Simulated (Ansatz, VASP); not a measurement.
## CdS4: VASP beside Ansatz

```xyz
5
Lattice="5.4186 0.0000 0.0000 -2.7093 4.6927 0.0000 0.0000 0.0000 5.0233" Properties=species:S:1:pos:R:3 pbc="T T T"
Cd    0.0000    0.0000    0.0000
S     2.7093    0.0000    0.0000
S    -1.3547    2.3463    0.0000
S     1.3547    2.3463    0.0000
S     0.0000    0.0000    2.5116
```

Alike in both runs: functional PBE; k mesh 12 × 12 × 8; occupations gaussian, width 0.1 eV; no spin polarisation.

Ansatz relaxed the structure, and its values are those at the end. VASP's run is a single point on that final structure, the one shown.

|  | VASP | Ansatz |
| --- | --- | --- |
| version | VASP 6.6.1 | Ansatz 0.2.0 |
| potentials or method | VASP PAW PBE potentials, release 64 (Cd, S), cutoff 520 eV | scalar-relativistic, plane waves, PAW |
| valence electrons in the cell | 36 | 44 |

Ansatz gave:

```
gap on the k mesh at the Fermi level (eV) : none
pressure (GPa)                            : 0.0
```

Problem. Estimate VASP's values.

Solution. gap on the k mesh at the Fermi level (eV): none; pressure (GPa): 0.2.

A gap of «none» marks a metal or a gap that the smearing closes. With one functional, cell and mesh, what is left measures potentials, basis and numerics. VASP's potentials hold 36 valence electrons a cell and Ansatz's 44, so a difference there can come from the potentials and not from the codes.
